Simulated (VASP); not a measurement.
Crystal: BaF2 (Frankdicksonite).

```
CELL_PARAMETERS angstrom
0.00000 3.09716 3.09716
3.09716 0.00000 3.09716
3.09716 3.09716 0.00000
ATOMIC_POSITIONS crystal
Ba 0.00000 0.00000 0.00000
F 0.25000 0.25000 0.25000
F 0.75000 0.75000 0.75000
```

Base run:

- Program: VASP 6.6.1
- Functional: r2SCAN
- Potentials or basis: VASP PAW PBE potentials, release 64 (Ba_sv, F)
- Cutoff: 660 eV
- k mesh: 6 × 6 × 6
- Occupations: gaussian, width 0.01 eV
- Spin: no spin polarisation

Its results: band gap on the k mesh 7.36 eV, indirect (least direct gap 7.43 eV); pressure 0.9 GPa.

Q: The run is repeated on the same cell with these changes: functional from r2SCAN to PBE; cutoff from 660 eV to 600 eV. What comes out?

A: Band gap on the k mesh 6.79 eV, indirect (least direct gap 6.86 eV); pressure 2.5 GPa.

r2SCAN gives the wider gap, since meta-GGAs in the generalised Kohn-Sham scheme recover part of the derivative discontinuity.

Caveats: spin-orbit coupling is left out, which moves the levels of the heavy elements; the PAW data sets were made with another functional, which shifts forces and pressure a little (some runs).

A k mesh can miss the band edges.
